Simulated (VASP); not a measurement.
A run of VASP 6.6.1 is set up as follows.

File INCAR:

```
ALGO     = Normal         # electronic algorithm
EDIFF    = 1E-6           # SCF threshold, eV
ENCUT    = 520            # plane-wave cutoff, eV
GGA      = PE             # functional
ISIF     = 2              # what is computed and relaxed
ISMEAR   = 0              # smearing method
ISPIN    = 2              # spin polarisation
LASPH    = True           # aspherical terms in the spheres
LCHARG   = False          # write CHGCAR
LMAXMIX  = 4              # l up to which the mixer works
LORBIT   = 11             # projections on sites
LREAL    = False          # projectors in reciprocal space
LWAVE    = False          # write WAVECAR
MAGMOM   = 1 1 0 0 0 0    # initial moments
NBANDS   = 36             # bands
NELM     = 150            # most SCF steps
PREC     = Accurate       # precision mode
SIGMA    = 0.1            # smearing width, eV
```

The input KPOINTS:

```
k-points
0
Gamma
  4 4 4
```

The input POSCAR:

```
Ta2AlF3
1.0
    4.0628146800      0.0000000000      0.0000000000
    0.0000000000      4.0628146800      0.0000000000
    0.0000000000      0.0000000000      5.7857505100
Ta Al F
2 1 3
Direct
    0.0000000000      0.5000000000      0.2679100000
    0.5000000000      0.0000000000      0.7320900000
    0.0000000000      0.0000000000      0.5000000000
    0.5000000000      0.5000000000      0.0000000000
    0.0000000000      0.0000000000      0.0000000000
    0.5000000000      0.5000000000      0.5000000000
```

Potentials or basis: VASP PAW PBE potentials, release 64 (Ta_pv, Al, F).

The run is started by

```sh
$ cat potpaw_PBE.64/Ta_pv/POTCAR potpaw_PBE.64/Al/POTCAR potpaw_PBE.64/F/POTCAR > POTCAR
$ mpirun -np 1 vasp_std > vasp.out
```

Problem. What does it give for the pressure?

Solution. 3.9 GPa.

Problem. Estimate the site moments.

Solution. Ta +0.81; Al -0.04; F +0.00, -0.00 (each value once) μB.

Problem. Predict the largest force.

Solution. 1.352 eV/Å.

Stress tensor (GPa, compression positive):
```
 6.01  0.00  0.00
 0.00  6.01  0.00
 0.00  0.00 -0.26
```

Caveat: the k points lie up to 0.39 Å⁻¹ apart; forces of over 1 eV/Å act on the atoms, so gaps and moduli don't describe the material at rest.
